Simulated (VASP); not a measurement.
# Nb (P6_3/mmc) in VASP: notebook

Runs on Nb. Level: PBE. Tasks: relaxation of cell and atoms, single point.

All numbers are computed with VASP 6.6.1; they aren't measurements. Logs are shortened: lines on timing, memory, paths and dates and some standing lists are left out, and cuts for length are marked.

**1. The cell of the first run**

Symmetry: P6_3/mmc, No. 194, hexagonal system. Conventional cell: a = 2.956 Å, b = 2.956 Å, c = 4.789 Å, α = 90.00°, β = 90.00°, γ = 120.00°. Within 3.9 Å of Nb (site symmetry -6m2) lie 12 Nb at 2.94 to 2.96 Å.

**2. Relaxation of cell and atoms, PBE**

File INCAR:

```
PREC     = Accurate       # precision mode
ENCUT    = 600            # plane-wave cutoff, eV
EDIFF    = 1E-6           # SCF threshold, eV
ISMEAR   = -1             # smearing method
SIGMA    = 0.08           # smearing width, eV
LREAL    = F              # projectors in reciprocal space
LASPH    = T              # aspherical terms in the spheres
NELM     = 60             # most SCF steps
ALGO     = Normal         # electronic algorithm
ISIF     = 3              # what is computed and relaxed
LWAVE    = F              # write WAVECAR
LCHARG   = F              # write CHGCAR
GGA      = PE             # functional
IBRION   = 2              # ionic algorithm
NSW      = 60             # ionic steps
EDIFFG   = -0.005         # ionic threshold
```

File KPOINTS:

```
regular mesh
0
Gamma
  17 17 9
```

File POSCAR:

```
Nb
1.0
    2.9563926124      0.0000000000      0.0000000000
   -1.4781963062      2.5603111058      0.0000000000
    0.0000000000      0.0000000000      4.7893560320
Nb
2
Direct
    0.3333333333      0.6666666667      0.2500000000
    0.6666666667      0.3333333333      0.7500000000
```

Potentials or basis: VASP PAW PBE potentials, release 64 (Nb_sv).

Launch:

```bash
$ cat potpaw_PBE.64/Nb_sv/POTCAR > POTCAR
$ mpirun -np 1 vasp_std > vasp.out
```

OUTCAR:

```text
PREC = Accurate
   ENCUT = 600
   EDIFF = 1E-6
   ISMEAR = -1
   LREAL = F
   LASPH = T
   NELM = 60
   ISIF = 3
   GGA = PE
   IBRION = 2
   NSW = 60
   EDIFFG = -0.005

 ion  position               nearest neighbor table
   1  0.333  0.667  0.250-   2 2.94   2 2.94   2 2.94   2 2.94   2 2.94   2 2.94
   2  0.667  0.333  0.750-   1 2.94   1 2.94   1 2.94   1 2.94   1 2.94   1 2.94

  LATTYP: Found a hexagonal cell.
 ALAT       =     2.9563926124
 C/A-ratio  =     1.6200000000

  Lattice vectors:

 A1 = (   2.9563926124,   0.0000000000,   0.0000000000)
 A2 = (  -1.4781963062,   2.5603111058,   0.0000000000)
 A3 = (   0.0000000000,   0.0000000000,   4.7893560320)

Analysis of symmetry for initial positions (statically):
=====================================================================
 Subroutine PRICEL returns:
 Original cell was already a primitive cell.

 Routine SETGRP: Setting up the symmetry group for a
 hexagonal supercell.

 Subroutine GETGRP returns: Found 24 space group operations
 (whereof 12 operations were pure point group operations)
 out of a pool of 24 trial point group operations.

The static configuration has the point symmetry D_3d.
 The point group associated with its full space group is D_6h.

Analysis of symmetry for dynamics (positions and initial velocities):
=====================================================================
 Subroutine PRICEL returns:
 Original cell was already a primitive cell.

 Routine SETGRP: Setting up the symmetry group for a
 hexagonal supercell.

 Subroutine GETGRP returns: Found 24 space group operations
 (whereof 12 operations were pure point group operations)
 out of a pool of 24 trial point group operations.

The dynamic configuration has the point symmetry D_3d.
 The point group associated with its full space group is D_6h.

 Subroutine INISYM returns: Found 24 space group operations
 (whereof 12 operations are pure point group operations),
 and found     1 'primitive' translations

----------------------------------------------------------------------------------------

                                     Primitive cell

  volume of cell :      36.2520

  direct lattice vectors                    reciprocal lattice vectors
     2.956392612  0.000000000  0.000000000     0.338250067  0.195288767  0.000000000
    -1.478196306  2.560311106  0.000000000     0.000000000  0.390577535  0.000000000
     0.000000000  0.000000000  4.789356032     0.000000000  0.000000000  0.208796338

  length of vectors
     2.956392612  2.956392612  4.789356032     0.390577535  0.390577535  0.208796338

  position of ions in fractional coordinates (direct lattice)
     0.333333333  0.666666667  0.250000000
     0.666666667  0.333333333  0.750000000

  ion indices of the primitive-cell ions
   primitive index   ion index
                 1           1
                 2           2

----------------------------------------------------------------------------------------

 KPOINTS: regular mesh

Automatic generation of k-mesh.
 Grid dimensions read from file:
 generate k-points for:   17   17    9

 Generating k-lattice:

  Cartesian coordinates                     Fractional coordinates (reciprocal lattice)
     0.019897063  0.011487575  0.000000000     0.058823529  0.000000000  0.000000000
     0.000000000  0.022975149  0.000000000     0.000000000  0.058823529  0.000000000
     0.000000000  0.000000000  0.023199593     0.000000000  0.000000000  0.111111111

  Length of vectors
     0.022975149  0.022975149  0.023199593

  Shift w.r.t. Gamma in fractional coordinates (k-lattice)
     0.000000000  0.000000000  0.000000000

 Subroutine IBZKPT returns following result:
 ===========================================

 Found    165 irreducible k-points:

 Following reciprocal coordinates:
            Coordinates               Weight
  0.000000  0.000000  0.000000      1.000000
  0.058824  0.000000  0.000000      6.000000
  0.117647  0.000000  0.000000      6.000000
  0.176471  0.000000  0.000000      6.000000
  0.235294  0.000000  0.000000      6.000000
  0.294118  0.000000  0.000000      6.000000
[... 16 lines left out ...]
  0.411765  0.117647  0.000000     12.000000
  0.176471  0.176471  0.000000      6.000000
 [... further k-points ...]
   k-points           NKPTS =    165   k-points in BZ     NKDIM =    165   number of bands    NBANDS=     17
   number of dos      NEDOS =    301   number of ions     NIONS =      2
   total plane-waves  NPLWV =  23040
   dimension x,y,z NGX =    24 NGY =   24 NGZ =   40
   dimension x,y,z NGXF=    48 NGYF=   48 NGZF=   80
   ions per type =               2
   NGX,Y,Z   is equivalent  to a cutoff of  13.50, 13.50, 13.88 a.u.
   NGXF,Y,Z  is equivalent  to a cutoff of  26.99, 26.99, 27.77 a.u.
 SYSTEM =  unknown system
   PREC   = accura    normal or accurate (medium, high low for compatibility)
   ISTART =      0    job   : 0-new  1-cont  2-samecut
   ICHARG =      2    charge: 1-file 2-atom 10-const
   ISPIN  =      1    spin polarized calculation?
   LNONCOLLINEAR =      F non collinear calculations
   LSORBIT =      F    spin-orbit coupling
   LASPH  =      T    aspherical Exc in radial PAW
   ENCUT  =  600.0 eV  44.10 Ry    6.64 a.u.   5.90  5.90  9.57*2*pi/ulx,y,z
   NELM   =     60;   NELMIN=  2; NELMDL= -5     # of ELM steps
   EDIFF  = 0.1E-05   stopping-criterion for ELM
   LREAL  =      F    real-space projection
   EDIFFG = -.5E-02   stopping-criterion for IOM
   NSW    =     60    number of steps for IOM
   IBRION =      2    ionic relax: 0-MD 1-quasi-New 2-CG
   NFREE  =      1    steps in history (QN), initial steepest desc. (CG)
   ISIF   =      3    stress and relaxation
   ISYM   =      2    0-nonsym 1-usesym 2-fastsym
   POTIM  = 0.5000    time-step for ionic-motion
   TEBEG  =    0.0;   TEEND  =   0.0 temperature during run
   PSTRESS=    0.0 pullay stress
   NELECT =      26.0000    total number of electrons
   NUPDOWN=      -1.0000    fix difference up-down
   EMIN   =  10.00;   EMAX   =-10.00  energy-range for DOS
   EFERMI =   0.00;   METHOD = LEGACY
   ISMEAR =    -1;   SIGMA  =   0.08  broadening in eV -4-tet -1-fermi 0-gaus
   EFERMI_NEDOS =   21; number of points for ismear=-14 and -15
   IALGO  =     38    algorithm
   IMIX   =      4    mixing-type and parameters
     AMIX     =   0.40;   BMIX     =  1.00
     AMIX_MAG =   1.60;   BMIX_MAG =  1.00
  volume/ion in A,a.u.               =      18.13       122.32
  Fermi-wavevector in a.u.,A,eV,Ry     =   1.465397  2.769199 29.216991  2.147388
  Thomas-Fermi vector in A             =   2.581259
   LORBIT       =      0    0 simple, 1 ext, 2 COOP (PROOUT), +10 PAW based schemes
   GGA     = PE    functional components
   LHFCALC =     F    Hartree Fock is set to
   AEXX    =    0.0000 exact exchange contribution
   IVDW    =     0    specifies the selected vdW correction
   LEPSILON=     F    determine dielectric tensor
   LRPA    =     F    only Hartree local field effects (RPA)
 conjugate gradient relaxation of ions
 non-spin polarized calculation
  energy-cutoff  :      600.00
  volume of cell :       36.25
 maximum number of plane-waves:      1225
 NGX is ok and might be reduce to    24

--------------------------------------- Ionic step        1  -------------------------------------------

 number of electron      25.9999999 magnetization

 Free energy of the ion-electron system (eV)
  ---------------------------------------------------
  ext. energy  EPLUGINS =         0.00000000
  ---------------------------------------------------
  free energy    TOTEN  =       -19.73871079 eV

  energy without entropy =      -19.67843580  energy(sigma->0) =      -19.70857330

------------------------ aborting loop because EDIFF is reached ----------------------------------------

  FORCE on cell =-STRESS in cart. coord.  units (eV):
  Direction    XX          YY          ZZ          XY          YZ          ZX
  --------------------------------------------------------------------------------------
  -------------------------------------------------------------------------------------
  Total        0.4240540      0.4240540      2.3949384      0.0000000      0.0000000      0.0000000
  in kB       18.7413040     18.7413040    105.8456360      0.0000000      0.0000000      0.0000000
  external PRESSURE =      47.7760813 kB  Pullay stress =       0.0000000 kB
[... 89 lines left out ...]
  FREE ENERGIE OF THE ION-ELECTRON SYSTEM (eV)
  ---------------------------------------------------
  free  energy   TOTEN  =       -19.7857046377 eV

  energy  without entropy=      -19.7229381519  energy(sigma->0) =      -19.75432139

[... ionic steps 4 to 12 ...]

--------------------------------------- Ionic step       13  -------------------------------------------

 number of electron      26.0000000 magnetization

------------------------ aborting loop because EDIFF is reached ----------------------------------------

  FORCE on cell =-STRESS in cart. coord.  units (eV):
  Direction    XX          YY          ZZ          XY          YZ          ZX
  --------------------------------------------------------------------------------------
  -------------------------------------------------------------------------------------
  Total        0.0017986      0.0017986      0.0160244      0.0000000     -0.0000000      0.0000000
  in kB        0.0772993      0.0772993      0.6886846      0.0000000     -0.0000000      0.0000000
  external PRESSURE =       0.2810944 kB  Pullay stress =       0.0000000 kB
[... 57 lines left out ...]
  energy  without entropy=      -19.8128083294  energy(sigma->0) =      -19.84291217

--------------------------------------- Ionic step       15  -------------------------------------------

 number of electron      26.0000001 magnetization

 Free energy of the ion-electron system (eV)
  ---------------------------------------------------
  ext. energy  EPLUGINS =         0.00000000
  ---------------------------------------------------
  free energy    TOTEN  =       -19.87301607 eV

  energy without entropy =      -19.81279925  energy(sigma->0) =      -19.84290766

 E-fermi :  11.0604     XC(G=0): -12.3062

 val. band max:       11.0532431525   @ k =   0.0588   0.0000   0.1111
 cond. band min:      11.0611707748   @ k =   0.2353   0.1176   0.0000
 fundamental gap:      0.0079276223
 Fermi energy:        11.0603577860

 k-point     1 :       0.0000    0.0000    0.0000
  band No.  band energies     occupation
      1     -43.6892      2.00000
      2     -43.5654      2.00000
      3     -20.1676      2.00000
      4     -19.2446      2.00000
      5     -19.0192      2.00000
      6     -19.0192      2.00000
[... 9 lines left out ...]
     16      11.8226      0.00015
     17      13.6295      0.00000
[... 443 lines left out ...]
      1     -43.5300      2.00000
      2     -43.4515      2.00000
      3     -19.8617      2.00000
      4     -19.7973      2.00000
      5     -19.7924      2.00000
      6     -19.3036      2.00000
[... 9 lines left out ...]
     16      12.3319      0.00000
     17      14.5087      0.00000

 [... further k-points ...]

------------------------ aborting loop because EDIFF is reached ----------------------------------------

  FORCE on cell =-STRESS in cart. coord.  units (eV):
  Direction    XX          YY          ZZ          XY          YZ          ZX
  --------------------------------------------------------------------------------------
  -------------------------------------------------------------------------------------
  Total       -0.0016624     -0.0016624      0.0052519      0.0000000      0.0000000      0.0000000
  in kB       -0.0714269     -0.0714269      0.2256557      0.0000000      0.0000000      0.0000000
  external PRESSURE =       0.0276006 kB  Pullay stress =       0.0000000 kB
[... 17 lines left out ...]
  FREE ENERGIE OF THE ION-ELECTRON SYSTEM (eV)
  ---------------------------------------------------
  free  energy   TOTEN  =       -19.8730160717 eV

  energy  without entropy=      -19.8127992465  energy(sigma->0) =      -19.84290766

 reached required accuracy - stopping structural energy minimisation
```

Wall time 17 min (1 thread of Oxide Virtual Turin-like, shared host); peak memory 0.2 GiB.

Results:

```
Free energy                            : -19.8730 eV
Relaxed volume                         : 18.64 Å³/atom
Relaxed cell                           : a = 2.867 Å, b = 2.867 Å, c = 5.238 Å, α = 90.00°, β = 90.00°, γ = 120.00°
Space group after relaxing (to 0.05 Å) : P6_3/mmc (No. 194)
Energy gained by relaxing              : 67.2 meV/atom
Ionic steps                            : 15
Pressure after relaxing                : 0.0 GPa
Band gap on the k mesh                 : zero (band 13 reaches 12.71 eV, above the bottom of band 14 at 10.32 eV)
```

The path:
```tsv
step	energy change (eV)	largest force (eV/Å)	pressure (GPa)	volume (Å³)
1	0.0000	0.0000	4.78	36.25
2	-0.0334	0.0000	-7.32	39.13
3	-0.0470	0.0000	-3.47	38.11
4	-0.1104	0.0000	-3.63	38.13
5	-0.1250	0.0000	-3.44	38.11
6	-0.1256	0.0000	-3.35	38.10
7	-0.1264	0.0000	3.45	36.54
8	-0.1343	0.0000	-0.01	37.29
9	-0.1343	0.0000	0.05	37.28
10	-0.1343	0.0000	-0.03	37.30
11	-0.1343	0.0000	-0.02	37.30
12	-0.1343	0.0000	-0.03	37.29
13	-0.1343	0.0000	0.03	37.28
14	-0.1343	0.0000	0.03	37.29
15	-0.1343	0.0000	0.00	37.29
```

Final structure:
```
CELL_PARAMETERS angstrom
2.86701 0.00000 0.00000
-1.43351 2.48291 0.00000
0.00000 0.00000 5.23830
ATOMIC_POSITIONS crystal
Nb 0.33333 0.66667 0.25000
Nb 0.66667 0.33333 0.75000
```

**3. Single point, PBE**

This run uses another cell than the first one: it holds 4 atoms, not 2.

File INCAR:

```
SYSTEM = Nb
PREC = Accurate
ENCUT = 520
EDIFF = 1E-7
ISMEAR = -1
SIGMA = 0.08
LREAL = .False.
LASPH = .True.
NELM = 100
ALGO = Normal
ISIF = 2
LWAVE = .False.
LCHARG = .True.
GGA = PE
LELF = .True.
LVHAR = .True.
NBANDS = 34
```

File KPOINTS:

```
Automatic mesh
0
Gamma
  13 7 8
  0 0 0
```

File POSCAR:

```
Nb
1.0
   -1.4341984283      2.4841045459      0.0000000000
    0.0000000000      0.0000000000      5.2435111144
    4.3025952849      2.4841045459      0.0000000000
Nb
4
Direct
    0.5000000000      0.2500000000      0.1666666670
    0.0000000000      0.2500000000      0.6666666670
    0.0000000000      0.7500000000      0.3333333330
    0.5000000000      0.7500000000      0.8333333330
```

Potentials or basis: VASP PAW PBE potentials, release 64 (Nb_sv).

Launch:

```bash
$ cat potpaw_PBE.64/Nb_sv/POTCAR > POTCAR
$ mpirun -np 1 vasp_std > vasp.out
```

Run time: 7.7 min. Hardware: 1 thread of Oxide Virtual Turin-like, shared host; peak memory 0.32 GiB.

The run converged. Its results:

```yaml
Free_energy: -39.7509 eV
Pressure: -0.4 GPa
Largest_force: 0.003 eV/Å
Band_gap_on_the_k_mesh: zero (band 26 reaches 12.48 eV, above the bottom of band 27 at 10.37 eV)
```

Forces in eV/Å, atoms in the order of the input:
```
Nb  -0.003 -0.002  0.000
Nb  -0.003 -0.002  0.000
Nb   0.003  0.002  0.000
Nb   0.003  0.002  0.000
```

Stress tensor (GPa, compression positive):
```
-0.37  0.09  0.00
 0.09 -0.48  0.00
 0.00  0.00 -0.22
```

Levels at points of the mesh, in eV from the Fermi level:
| k point | band 23 | band 24 | band 25 | band 26 | band 27 | band 28 | band 29 | band 30 |
| --- | --- | --- | --- | --- | --- | --- | --- | --- |
| (0.00, 0.00, 0.00) | -0.53 | 0.26 | 0.33 | 0.33 | 0.37 | 0.42 | 0.74 | 0.76 |
| (0.00, 0.00, 0.50) | -0.81 | -0.81 | -0.63 | -0.63 | 0.67 | 0.67 | 1.25 | 1.25 |

**4. Single point, PBE**

This run uses another cell than the first one: it holds 4 atoms, not 2.

File INCAR:

```
PREC = Accurate
ENCUT = 520
EDIFF = 1E-6
ISMEAR = -1
SIGMA = 0.08
LREAL = False
LASPH = True
NELM = 100
ALGO = Normal
ISIF = 2
LWAVE = False
LCHARG = True
GGA = PE
LELF = True
LVHAR = True
NBANDS = 34
```

File KPOINTS:

```
Automatic mesh
0
Gamma
  13 7 8
```

POSCAR is that of step 3.

Launch:

```bash
$ cat potpaw_PBE.64/Nb_sv/POTCAR > POTCAR
$ mpirun -np 1 vasp_std > vasp.out
```

Run time: 7 min. Hardware: 1 thread of Oxide Virtual Turin-like, shared host; peak memory 0.33 GiB.

It converged, with:

| Property | Result |
| --- | --- |
| Free energy | -39.7509 eV |
| Pressure | -0.4 GPa |
| Largest force | 0.003 eV/Å |
| Band gap on the k mesh | zero (band 26 reaches 12.48 eV, above the bottom of band 27 at 10.37 eV) |

Forces in eV/Å, atoms in the order of the input:
```
Nb  -0.003 -0.002  0.000
Nb  -0.003 -0.002  0.000
Nb   0.003  0.002  0.000
Nb   0.003  0.002  0.000
```

Stress tensor (GPa, compression positive):
```
-0.37  0.09  0.00
 0.09 -0.48  0.00
 0.00  0.00 -0.22
```

Levels at points of the mesh, in eV from the Fermi level:
| k point | band 22 | band 23 | band 24 | band 25 | band 26 | band 27 | band 28 | band 29 | band 30 | band 31 |
| --- | --- | --- | --- | --- | --- | --- | --- | --- | --- | --- |
| (0.00, 0.00, 0.00) | -0.98 | -0.53 | 0.26 | 0.33 | 0.33 | 0.37 | 0.42 | 0.74 | 0.76 | 0.76 |
| (0.00, 0.00, 0.50) | -1.83 | -0.81 | -0.81 | -0.63 | -0.63 | 0.67 | 0.67 | 1.25 | 1.25 | 1.48 |
